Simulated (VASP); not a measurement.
Here is a VASP 6.6.1 calculation.

Contents of INCAR:

```
SYSTEM = HfO2
ALGO = Normal
EDIFF = 1E-7
ENCUT = 520
GGA = PS
ISIF = 2
ISMEAR = 0
LASPH = .True.
LCHARG = .False.
LREAL = .False.
LWAVE = .False.
NBANDS = 18
NELM = 80
PREC = Accurate
SIGMA = 0.05
```

The input KPOINTS:

```
k-points
0
Gamma
  8 8 8
  0 0 0
```

File POSCAR:

```
HfO2
1.0
    0.0000000000      2.6229500914      2.5220673956
    2.6229500914      0.0000000000      2.5220673956
    2.6229500914      2.6229500914      0.0000000000
Hf O
1 2
Direct
    0.0000000000      0.0000000000      0.0000000000
    0.2500000000      0.2500000000      0.2500000000
    0.7500000000      0.7500000000      0.7500000000
```

Potentials or basis: VASP PAW PBE potentials, release 64 (Hf_pv, O).

The run is started by

```console
$ cat potpaw_PBE.64/Hf_pv/POTCAR potpaw_PBE.64/O/POTCAR > POTCAR
$ mpirun -np 1 vasp_std > vasp.out
```

(1) What does it give for the band gap on the k mesh?

(2) What does it give for the pressure?

## Answers

(1) 3.15 eV, indirect (least direct gap 3.20 eV).

(2) -20.6 GPa.

Caveat: the cell differs from its parent crystal (normal strain along x +0.0400, normal strain along y +0.0400); the PAW data sets were made with another functional, which shifts forces and pressure a little; spin-orbit coupling is left out, which moves the levels of the heavy elements.
